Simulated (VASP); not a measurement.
# C (a cell with a defect) in VASP: single point with PBE

Aim: the single point of C (a cell with a defect) with PBE.

Program: VASP 6.6.1. These are calculated values, not measurements. Logs are shortened: lines on timing, memory, paths and dates and some standing lists are left out, and cuts for length are marked.

### 1 The cell of the first run

The cell holds a defect, 29 atoms: a = 6.526 Å, b = 6.526 Å, c = 8.465 Å, α = 90.00°, β = 90.00°, γ = 120.00°.

### 2 Single point, PBE

File INCAR:

```
PREC = Accurate
ENCUT = 520
EDIFF = 1E-6
ISMEAR = 0
SIGMA = 0.1
LREAL = Auto
LASPH = T
NELM = 60
ALGO = Normal
ISIF = 2
LWAVE = F
LCHARG = F
GGA = PE
NBANDS = 78
```

File KPOINTS:

```
Automatic mesh
0
Gamma
  4 4 3
```

File POSCAR:

```
C
1.0
    6.1663319712      2.1360800542      0.0000000000
   -1.2332663942     -6.4082401623      0.0000000000
    0.0000000000      0.0000000000     -8.4654495156
C
29
Direct
    0.1299954150      0.7088978406      0.7212814853
    0.5543677003      0.8514569756      0.7092691285
    0.2769408960      0.4272381894      0.6994912661
    0.0000319652      0.0065923372      0.7234734539
    0.7000737111      0.5667809568      0.7072294258
    0.4184262586      0.1416070500      0.7006997076
    0.8454561463      0.2832755897      0.7213451558
    0.1493691709      0.7146638376      0.2625944430
    0.5780343167      0.8573836865      0.2633303755
    0.2921463157      0.4288117874      0.2624727719
    0.0064116635      0.0002298332      0.2645115296
    0.7208001322      0.5718958236      0.2632611530
    0.4350168377      0.1431436349      0.2623865391
    0.8636400669      0.2860074333      0.2625939705
    0.0829326016      0.4725053368      0.7157305692
    0.5095943887      0.6144213247      0.7018743646
    0.2380493841      0.1946023416      0.6931967392
    0.9365329481      0.7550883281      0.7272130073
    0.6565240157      0.3313931440      0.7075582920
    0.3678208225      0.8992512104      0.7103281390
    0.7932458968      0.0414829550      0.7259805860
    0.3398660204      0.6669740707      0.2624432401
    0.7684348648      0.8098651512      0.2645225154
    0.4827019331      0.3813023403      0.2624608411
    0.1968560524      0.9527144945      0.2632880860
    0.9112346649      0.5241490811      0.2625621942
    0.6255098678      0.0954728813      0.2625844022
    0.0540780219      0.2382672848      0.2633037969
    0.9181776618      0.9430008609     -0.1120805219
```

Potentials or basis: VASP PAW PBE potentials, release 64 (C).

Started as:

```console
$ cat potpaw_PBE.64/C/POTCAR > POTCAR
$ mpirun -np 1 vasp_std > vasp.out
```

OUTCAR:

```text
PREC = Accurate
   ENCUT = 520
   EDIFF = 1E-6
   ISMEAR = 0
   LREAL = Auto
   LASPH = T
   NELM = 60
   ISIF = 2
   GGA = PE

 ion  position               nearest neighbor table
   1  0.130  0.709  0.721-  15 1.42  20 1.43  18 1.44
   2  0.554  0.851  0.709-  20 1.40  16 1.42  21 1.43
   3  0.277  0.427  0.699-  16 1.39  17 1.41  15 1.44
   4  0.000  0.007  0.723-  17 1.44  29 1.47  21 1.48  18 1.48
   5  0.700  0.567  0.707-  19 1.42  18 1.42  16 1.42
   6  0.418  0.142  0.701-  17 1.38  19 1.42  20 1.45
   7  0.845  0.283  0.721-  15 1.42  19 1.42  21 1.44
   8  0.149  0.715  0.263-  25 1.42  26 1.42  22 1.42
   9  0.578  0.857  0.263-  23 1.42  22 1.42  27 1.42
  10  0.292  0.429  0.262-  24 1.42  28 1.42  22 1.42
  11  0.006  0.000  0.265-  23 1.42  25 1.42  28 1.42
  12  0.721  0.572  0.263-  23 1.42  24 1.42  26 1.42
  13  0.435  0.143  0.262-  25 1.42  24 1.42  27 1.42
  14  0.864  0.286  0.263-  27 1.42  28 1.42  26 1.42
  15  0.083  0.473  0.716-   1 1.42   7 1.42   3 1.44
  16  0.510  0.614  0.702-   3 1.39   2 1.42   5 1.42
  17  0.238  0.195  0.693-   6 1.38   3 1.41   4 1.44
  18  0.937  0.755  0.727-   5 1.42   1 1.44   4 1.48  29 1.88
  19  0.657  0.331  0.708-   5 1.42   7 1.42   6 1.42
  20  0.368  0.899  0.710-   2 1.40   1 1.43   6 1.45
  21  0.793  0.041  0.726-   2 1.43   7 1.44   4 1.48  29 1.87
  22  0.340  0.667  0.262-   9 1.42  10 1.42   8 1.42
  23  0.768  0.810  0.265-   9 1.42  12 1.42  11 1.42
  24  0.483  0.381  0.262-  10 1.42  13 1.42  12 1.42
  25  0.197  0.953  0.263-  11 1.42   8 1.42  13 1.42
  26  0.911  0.524  0.263-   8 1.42  12 1.42  14 1.42
  27  0.626  0.095  0.263-  14 1.42   9 1.42  13 1.42
  28  0.054  0.238  0.263-  11 1.42  10 1.42  14 1.42
  29  0.918  0.943  0.888-   4 1.47  21 1.87  18 1.88

  LATTYP: Found a hexagonal cell.
 ALAT       =     6.5258323589
 C/A-ratio  =     1.2972214194

  Lattice vectors:

 A1 = (   6.1663319712,   2.1360800542,   0.0000000000)
 A2 = (  -1.2332663942,  -6.4082401623,   0.0000000000)
 A3 = (   0.0000000000,   0.0000000000,  -8.4654495156)

Analysis of symmetry for initial positions (statically):
=====================================================================
 Subroutine PRICEL returns:
 Original cell was already a primitive cell.

 Routine SETGRP: Setting up the symmetry group for a
 hexagonal supercell.

 Subroutine GETGRP returns: Found  1 space group operations
 (whereof  1 operations were pure point group operations)
 out of a pool of 24 trial point group operations.
[... 174 lines left out ...]
   NFREE  =      0    steps in history (QN), initial steepest desc. (CG)
   ISIF   =      2    stress and relaxation
   ISYM   =      2    0-nonsym 1-usesym 2-fastsym
   POTIM  = 0.5000    time-step for ionic-motion
   TEBEG  =    0.0;   TEEND  =   0.0 temperature during run
   PSTRESS=    0.0 pullay stress
   NELECT =     116.0000    total number of electrons
   NUPDOWN=      -1.0000    fix difference up-down
   EMIN   =  10.00;   EMAX   =-10.00  energy-range for DOS
   EFERMI =   0.00;   METHOD = LEGACY
   ISMEAR =     0;   SIGMA  =   0.10  broadening in eV -4-tet -1-fermi 0-gaus
   EFERMI_NEDOS =   21; number of points for ismear=-14 and -15
   IALGO  =     38    algorithm
   IMIX   =      4    mixing-type and parameters
     AMIX     =   0.40;   BMIX     =  1.00
     AMIX_MAG =   1.60;   BMIX_MAG =  1.00
  volume/ion in A,a.u.               =      10.77        72.65
  Fermi-wavevector in a.u.,A,eV,Ry     =   1.176910  2.224038 18.845670  1.385118
  Thomas-Fermi vector in A             =   2.313266
   LORBIT       =      0    0 simple, 1 ext, 2 COOP (PROOUT), +10 PAW based schemes
   GGA     = PE    functional components
   LHFCALC =     F    Hartree Fock is set to
   AEXX    =    0.0000 exact exchange contribution
   IVDW    =     0    specifies the selected vdW correction
   LEPSILON=     F    determine dielectric tensor
   LRPA    =     F    only Hartree local field effects (RPA)
 non-spin polarized calculation
 Gauss-broadening in eV      SIGMA  =   0.10
  energy-cutoff  :      520.00
  volume of cell :      312.21
 maximum number of plane-waves:      8422
 NGX is ok and might be reduce to    50
   NGX = 25   NGY = 25   NGZ = 31

 number of electron     116.0000001 magnetization

 Free energy of the ion-electron system (eV)
  ---------------------------------------------------
  ext. energy  EPLUGINS =         0.00000000
  ---------------------------------------------------
  free energy    TOTEN  =      -260.78583037 eV

  energy without entropy =     -260.78332709  energy(sigma->0) =     -260.78457873

 E-fermi :   2.8499     XC(G=0):  -8.9983

 val. band max:        2.7562205153   @ k =   0.0000   0.0000   0.3333
 cond. band min:       2.9506465081   @ k =   0.0000   0.5000   0.3333
 fundamental gap:      0.1944259928
 Fermi energy:         2.8498676335

 k-point     1 :       0.0000    0.0000    0.0000
  band No.  band energies     occupation
      1     -17.2677      2.00000
      2     -16.2500      2.00000
      3     -14.9487      2.00000
      4     -13.6667      2.00000
      5     -13.6467      2.00000
      6     -13.5730      2.00000
[... 1741 lines left out ...]
     69       8.5044      0.00000
     70       8.8510      0.00000

 [... further k-points ...]

 [bands above 70 left out]

------------------------ aborting loop because EDIFF is reached ----------------------------------------

  FORCE on cell =-STRESS in cart. coord.  units (eV):
  Direction    XX          YY          ZZ          XY          YZ          ZX
  --------------------------------------------------------------------------------------
  -------------------------------------------------------------------------------------
  Total        6.5268028      2.8142698      1.2599324     -4.5617091     -0.0351876      0.0080678
  in kB       33.4933503     14.4418832      6.4655480    -23.4091522     -0.1805709      0.0414013
  external PRESSURE =      18.1335938 kB  Pullay stress =       0.0000000 kB

 VOLUME and BASIS-vectors are now :
 -----------------------------------------------------------------------------
  energy-cutoff  :      520.00
  volume of cell :      312.21
      direct lattice vectors                 reciprocal lattice vectors
     6.166331971  2.136080054  0.000000000     0.173754604 -0.033439089  0.000000000
    -1.233266394 -6.408240162  0.000000000     0.057918201 -0.167195446  0.000000000
     0.000000000  0.000000000 -8.465449516     0.000000000  0.000000000 -0.118127218

 POSITION                                       TOTAL-FORCE (eV/Angst)
 -----------------------------------------------------------------------------------
     -0.07267     -4.26511     -6.10597         0.000318     -0.005583     -0.011030
      2.36834     -4.27217     -6.00428         0.004075     -0.009157      0.003391
      1.18081     -2.14628     -5.92151         0.002764     -0.008142      0.002698
     -0.00793     -0.04218     -6.12453         0.048121     -0.032721      0.069669
      3.61790     -2.13665     -5.98702        -0.007750      0.000478     -0.003051
      2.40552     -0.01366     -5.93174         0.003322      0.008733     -0.000682
[... 21 lines left out ...]
      0.03962     -1.41136     -2.22898        -0.002370     -0.001071     -0.000954
      4.49882     -4.08168     -7.51664        -0.028475      0.014838     -0.095360
 -----------------------------------------------------------------------------------
    total drift:                                0.001893     -0.015349      0.033279

  FREE ENERGIE OF THE ION-ELECTRON SYSTEM (eV)
  ---------------------------------------------------
  free  energy   TOTEN  =      -260.7858303742 eV

  energy  without entropy=     -260.7833270901  energy(sigma->0) =     -260.78457873
```

stdout:

```text
POSCAR found type information on POSCAR C
 POSCAR found :  1 types and      29 ions
 scaLAPACK will be used
 LDA part: xc-table for (Slater+PW92), standard interpolation
 POSCAR, INCAR and KPOINTS ok, starting setup
 FFT: planning ... GRIDC
 FFT: planning ... GRID_SOFT
 FFT: planning ... GRID
 WAVECAR not read
 entering main loop
```

Wall time 19 min (1 thread of Intel Xeon Platinum 8259CL at 2.50GHz (Skylake/Cascade Lake), shared host); peak memory 0.61 GiB.

What came out:

| Quantity | Value |
| --- | --- |
| Free energy | -260.7858 eV |
| Pressure | 1.8 GPa |
| Largest force | 0.101 eV/Å |

Forces on the atoms (eV/Å):
```
C    0.000 -0.006 -0.011
C    0.004 -0.009  0.003
C    0.003 -0.008  0.003
C    0.048 -0.033  0.070
C   -0.008  0.000 -0.003
C    0.003  0.009 -0.001
C   -0.006  0.002 -0.004
C    0.012  0.000  0.005
C    0.000 -0.004 -0.003
C   -0.001 -0.004  0.001
C   -0.003  0.000  0.003
C   -0.004 -0.004  0.003
C    0.000  0.004  0.002
C    0.001  0.004  0.001
C    0.001 -0.005  0.000
C    0.001  0.004  0.010
C   -0.010  0.014  0.010
C    0.012 -0.016 -0.006
C   -0.002  0.000 -0.002
C   -0.008  0.003 -0.004
C    0.008  0.020  0.005
C    0.002  0.004  0.001
C   -0.002  0.004  0.001
C   -0.007  0.004  0.002
C    0.002  0.002  0.002
C   -0.009  0.009  0.003
C   -0.006 -0.008  0.004
C   -0.002 -0.001 -0.001
C   -0.028  0.015 -0.095
```
